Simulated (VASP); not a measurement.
# Pt (I4/mmm) in VASP: single point with PBE

Aim: the single point of Pt with PBE.

Program: VASP 6.6.1. These are calculated values, not measurements. Logs are shortened: lines on timing, memory, paths and dates and some standing lists are left out, and cuts for length are marked.

### 1 The cell of the first run

The structure is tetragonal, space group I4/mmm (No. 139). Conventional cell: a = 2.769 Å, b = 2.769 Å, c = 4.033 Å, α = 90.00°, β = 90.00°, γ = 90.00°. Within 3.6 Å of Pt (site symmetry 4/mmm) lie 12 Pt at 2.77 to 2.81 Å.

### 2 Single point, PBE (strain +0.000 along x and y, +0.030 along z)

Contents of INCAR:

```
PREC = Accurate ; ENCUT = 520
EDIFF = 1E-6 ; ISMEAR = 0
SIGMA = 0.15 ; LREAL = F
LASPH = T ; NELM = 60
ALGO = Normal ; ISIF = 2
LWAVE = F ; LCHARG = T
GGA = PE ; LELF = T
LVHAR = T ; NBANDS = 11
```

Contents of KPOINTS:

```
Automatic mesh
0
Gamma
  20 20 20
```

Contents of POSCAR:

```
Pt
1.0
    0.0000000000      1.9579000000      2.0166370000
    1.9579000000      0.0000000000      2.0166370000
    1.9579000000      1.9579000000      0.0000000000
Pt
1
Direct
    0.0000000000      0.0000000000      0.0000000000
```

Potentials or basis: VASP PAW PBE potentials, release 64 (Pt).

On the command line:

```sh
> cat potpaw_PBE.64/Pt/POTCAR > POTCAR
> mpirun -np 1 vasp_std > vasp.out
```

OUTCAR:

```text
PREC = Accurate
   ENCUT = 520
   EDIFF = 1E-6
   ISMEAR = 0
   LREAL = F
   LASPH = T
   NELM = 60
   ISIF = 2
   GGA = PE

 ion  position               nearest neighbor table
   1  0.000  0.000  0.000-

  LATTYP: Found a body centered tetragonal cell.
 ALAT       =     2.7688887338
 C/A-ratio  =     1.4566399692

  Lattice vectors:

 A1 = (  -1.9579000000,   0.0000000000,   2.0166370000)
 A2 = (   1.9579000000,   0.0000000000,   2.0166370000)
 A3 = (   0.0000000000,   1.9579000000,  -2.0166370000)

Analysis of symmetry for initial positions (statically):
=====================================================================
 Subroutine PRICEL returns:
 Original cell was already a primitive cell.

 Routine SETGRP: Setting up the symmetry group for a
 body centered tetragonal supercell.

 Subroutine GETGRP returns: Found 16 space group operations
 (whereof 16 operations were pure point group operations)
 out of a pool of 16 trial point group operations.

The static configuration has the point symmetry D_4h.

Analysis of symmetry for dynamics (positions and initial velocities):
=====================================================================
 Subroutine PRICEL returns:
 Original cell was already a primitive cell.

 Routine SETGRP: Setting up the symmetry group for a
 body centered tetragonal supercell.

 Subroutine GETGRP returns: Found 16 space group operations
 (whereof 16 operations were pure point group operations)
 out of a pool of 16 trial point group operations.

The dynamic configuration has the point symmetry D_4h.

 Subroutine INISYM returns: Found 16 space group operations
 (whereof 16 operations are pure point group operations),
 and found     1 'primitive' translations

----------------------------------------------------------------------------------------

                                     Primitive cell

  volume of cell :      15.4610

  direct lattice vectors                    reciprocal lattice vectors
     0.000000000  1.957900000  2.016637000    -0.255375658  0.255375658  0.247937532
     1.957900000  0.000000000  2.016637000     0.255375658 -0.255375658  0.247937532
     1.957900000  1.957900000  0.000000000     0.255375658  0.255375658 -0.247937532

  length of vectors
     2.810728945  2.810728945  2.768888734     0.438071310  0.438071310  0.438071310

  position of ions in fractional coordinates (direct lattice)
     0.000000000  0.000000000  0.000000000

  ion indices of the primitive-cell ions
   primitive index   ion index
                 1           1
[... 79 lines left out ...]
   ISYM   =      2    0-nonsym 1-usesym 2-fastsym
   POTIM  = 0.5000    time-step for ionic-motion
   TEBEG  =    0.0;   TEEND  =   0.0 temperature during run
   PSTRESS=    0.0 pullay stress
   NELECT =      10.0000    total number of electrons
   NUPDOWN=      -1.0000    fix difference up-down
   EMIN   =  10.00;   EMAX   =-10.00  energy-range for DOS
   EFERMI =   0.00;   METHOD = LEGACY
   ISMEAR =     0;   SIGMA  =   0.15  broadening in eV -4-tet -1-fermi 0-gaus
   EFERMI_NEDOS =   21; number of points for ismear=-14 and -15
   IALGO  =     38    algorithm
   IMIX   =      4    mixing-type and parameters
     AMIX     =   0.40;   BMIX     =  1.00
     AMIX_MAG =   1.60;   BMIX_MAG =  1.00
  volume/ion in A,a.u.               =      15.46       104.34
  Fermi-wavevector in a.u.,A,eV,Ry     =   1.415778  2.675433 27.271901  2.004428
  Thomas-Fermi vector in A             =   2.537181
   LORBIT       =      0    0 simple, 1 ext, 2 COOP (PROOUT), +10 PAW based schemes
   GGA     = PE    functional components
   LHFCALC =     F    Hartree Fock is set to
   AEXX    =    0.0000 exact exchange contribution
   IVDW    =     0    specifies the selected vdW correction
   LEPSILON=     F    determine dielectric tensor
   LRPA    =     F    only Hartree local field effects (RPA)
 non-spin polarized calculation
 Gauss-broadening in eV      SIGMA  =   0.15
  energy-cutoff  :      520.00
  volume of cell :       15.46
 maximum number of plane-waves:       432
 NGX is ok and might be reduce to    24
   NGX = 11   NGY = 11   NGZ = 11

 number of electron      10.0000001 magnetization

 Free energy of the ion-electron system (eV)
  ---------------------------------------------------
  ext. energy  EPLUGINS =         0.00000000
  ---------------------------------------------------
  free energy    TOTEN  =        -6.10545548 eV

  energy without entropy =       -6.08491456  energy(sigma->0) =       -6.09518502

 E-fermi :  10.7942     XC(G=0): -13.3408

 val. band max:       10.7923692419   @ k =   0.4500   0.0000   0.0500
 cond. band min:      10.7968733479   @ k =  -0.3000   0.4000   0.2500
 fundamental gap:      0.0045041060
 Fermi energy:        10.7942210702

 k-point     1 :       0.0000    0.0000    0.0000
  band No.  band energies     occupation
      1       0.8538      2.00000
      2       6.9334      2.00000
      3       7.2750      2.00000
      4       7.2750      2.00000
      5       9.0210      2.00000
      6       9.4187      2.00000
      7      25.5136      0.00000
      8      29.8476      0.00000
      9      30.5692      0.00000
     10      30.5692      0.00000
     11      35.5982      0.00000
[... 309 lines left out ...]
 k-point    24 :      -0.3500    0.0500    0.0000
  band No.  band energies     occupation
      1       3.7420      2.00000
      2       7.0732      2.00000
      3       7.4719      2.00000
      4       8.0738      2.00000
      5      10.0232      2.00000
      6      10.7270      1.47362
      7      19.6842      0.00000
      8      25.8701      0.00000
      9      29.9562      0.00000
     10      31.9245      0.00000
     11      35.6895      0.00000

 [... further k-points ...]

------------------------ aborting loop because EDIFF is reached ----------------------------------------

  FORCE on cell =-STRESS in cart. coord.  units (eV):
  Direction    XX          YY          ZZ          XY          YZ          ZX
  --------------------------------------------------------------------------------------
  -------------------------------------------------------------------------------------
  Total        0.3575828      0.3575828      0.0646808      0.0000000      0.0000000      0.0000000
  in kB       37.0551446     37.0551446      6.7026574      0.0000000      0.0000000      0.0000000
  external PRESSURE =      26.9376489 kB  Pullay stress =       0.0000000 kB

 VOLUME and BASIS-vectors are now :
 -----------------------------------------------------------------------------
  energy-cutoff  :      520.00
  volume of cell :       15.46
      direct lattice vectors                 reciprocal lattice vectors
     0.000000000  1.957900000  2.016637000    -0.255375658  0.255375658  0.247937532
     1.957900000  0.000000000  2.016637000     0.255375658 -0.255375658  0.247937532
     1.957900000  1.957900000  0.000000000     0.255375658  0.255375658 -0.247937532

 POSITION                                       TOTAL-FORCE (eV/Angst)
 -----------------------------------------------------------------------------------
      0.00000      0.00000      0.00000        -0.000000      0.000000      0.000000
 -----------------------------------------------------------------------------------
    total drift:                               -0.000000     -0.000000     -0.000000

  FREE ENERGIE OF THE ION-ELECTRON SYSTEM (eV)
  ---------------------------------------------------
  free  energy   TOTEN  =        -6.1054554781 eV

  energy  without entropy=       -6.0849145574  energy(sigma->0) =       -6.09518502
```

OSZICAR:

```text
N       E                     dE             d eps       ncg     rms          rms(c)
DAV:   1     0.401278922856E+02    0.40128E+02   -0.53327E+03 14369   0.842E+02
DAV:   2    -0.586202576755E+01   -0.45990E+02   -0.44008E+02 16092   0.176E+02
DAV:   3    -0.648092219850E+01   -0.61890E+00   -0.61503E+00 16456   0.196E+01
DAV:   4    -0.648335311771E+01   -0.24309E-02   -0.24307E-02 16177   0.145E+00
DAV:   5    -0.648337294399E+01   -0.19826E-04   -0.19826E-04 16471   0.122E-01    0.120E+01
DAV:   6    -0.614410581976E+01    0.33927E+00   -0.80342E-01 15107   0.708E+00    0.636E+00
DAV:   7    -0.610872112388E+01    0.35385E-01   -0.13267E-01 16268   0.280E+00    0.250E+00
DAV:   8    -0.610562922105E+01    0.30919E-02   -0.51586E-03 15326   0.615E-01    0.531E-01
DAV:   9    -0.610545264605E+01    0.17658E-03   -0.12667E-04 15824   0.988E-02    0.465E-02
DAV:  10    -0.610545563983E+01   -0.29938E-05   -0.38778E-06 17266   0.152E-02    0.566E-03
DAV:  11    -0.610545547812E+01    0.16171E-06   -0.33731E-08  8446   0.173E-03
   1 F= -.61054555E+01 E0= -.60951850E+01  d E =-.205409E-01
```

stdout:

```text
POSCAR found type information on POSCAR Pt
 POSCAR found :  1 types and       1 ions
 scaLAPACK will be used
 LDA part: xc-table for (Slater+PW92), standard interpolation
 POSCAR, INCAR and KPOINTS ok, starting setup
 FFT: planning ... GRIDC
 FFT: planning ... GRID_SOFT
 FFT: planning ... GRID
 WAVECAR not read
 entering main loop
```

Wall time 4 min (1 thread of AMD EPYC 7R13, shared host); peak memory 0.21 GiB.

Results:

```
Free energy            : -6.1055 eV
Pressure               : 2.7 GPa
Band gap on the k mesh : zero (bands 5 and 6 overlap by 2.26 eV)
```

Caveat: the cell differs from its parent crystal (strain +0.000 along x and y, +0.030 along z); spin-orbit coupling is left out, which moves the levels of the heavy elements.
